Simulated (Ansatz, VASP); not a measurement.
**Lu3F2 in VASP and in Ansatz**

```
CELL_PARAMETERS angstrom
3.69714 0.00000 0.00000
-1.84857 3.20181 0.00000
0.00000 0.00000 9.42192
ATOMIC_POSITIONS crystal
Lu 0.66667 0.33333 0.17753
Lu 0.66667 0.33333 0.82247
Lu 0.00000 0.00000 0.50000
F 0.00000 0.00000 0.00000
F 0.33333 0.66667 0.50000
```

Change from the starting cell: species swapped into the Co3Ge2 type (P-6m2, No. 187).

Alike in both runs: functional PBE; k mesh 12 × 12 × 4; occupations gaussian, width 0.1 eV; no spin polarisation.

Ansatz relaxed the structure, and its values are those at the end. VASP's run is a single point on that final structure, the one shown.

```csv
,VASP,Ansatz
version,VASP 6.6.1,Ansatz 0.2.0
potentials or method,"VASP PAW PBE potentials, release 64 (Lu, F), cutoff 520 eV","scalar-relativistic, plane waves, PAW"
valence electrons in the cell,89,89
```

VASP gave:

| Quantity | Value |
| --- | --- |
| gap on the k mesh at the Fermi level (eV) | none |
| pressure (GPa) | 0.3 |

Question: Estimate Ansatz's values.

Answer: gap on the k mesh at the Fermi level (eV): none; pressure (GPa): 0.0.

A gap of «none» marks a metal or a gap that the smearing closes.

Spin-orbit coupling is off throughout.
